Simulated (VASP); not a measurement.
TiO2: single point with PBEsol

TiO2:

```
CELL_PARAMETERS angstrom
3.84706 0.00000 0.00000
0.00000 3.84706 0.00000
0.00000 0.00000 9.67000
ATOMIC_POSITIONS crystal
Ti 0.86312 0.13493 0.99710
Ti 0.87993 0.63378 0.26382
Ti 0.49950 0.52846 0.52096
Ti 0.51837 0.90005 0.77780
O 0.90996 0.06491 0.25622
O 0.97021 0.42729 0.47256
O 0.97772 0.61392 0.07580
O 0.98118 0.96036 0.82761
O 0.41039 0.43061 0.74428
O 0.42978 0.11497 0.97645
O 0.51655 0.94349 0.58490
O 0.34593 0.63295 0.33133
```

| Item | Value |
| --- | --- |
| Program | VASP 6.6.1 |
| Task | single point |
| Functional | PBEsol |
| Potentials or basis | VASP PAW PBE potentials, release 64 (Ti_sv, O) |
| Cutoff | 520 eV |
| k mesh | 3 × 3 × 1 |
| Occupations | fermi-dirac, width 0.24 eV |
| Spin | no spin polarisation |
| Dipole correction | no |
| Further INCAR settings | ALGO = Normal; EDIFF = 1e-06; NBANDS = 60 |

* Pressure: 0.7 GPa
* Largest force: 6.231 eV/Å
* Band gap on the k mesh: 1.59 eV (least direct gap 1.71 eV)

Forces on the atoms (eV/Å):
```
Ti   4.169  0.009  4.631
Ti   0.039 -2.227  1.813
Ti  -0.652 -4.182 -2.441
Ti  -2.646 -0.256 -1.488
O   -0.914  3.431 -1.758
O   -3.059  0.709  2.067
O   -1.383 -0.805 -2.291
O   -1.099 -0.566 -1.091
O    1.308  1.595 -0.331
O   -0.488 -0.358  0.002
O    0.330  2.938  0.944
O    4.394 -0.287 -0.057
```

Stress tensor (GPa, compression positive):
```
-3.66  4.56 -1.13
 4.56  1.56  5.35
-1.13  5.35  4.12
```

Levels at points of the mesh, in eV from the valence-band top:
```
           k point  band 46  band 47  band 48  band 49  band 50  band 51
(0.00, 0.00, 0.00)    -0.96    -0.48    -0.20     1.67     2.12     2.31
```

Run time: 2.1 min on 1 thread of Intel Xeon 8259CL, on a shared host, peak memory 0.24 GiB.

Caveat: the k points lie up to 0.65 Å⁻¹ apart; the PAW data sets were made with another functional, which shifts forces and pressure a little. A k mesh can miss the band edges.
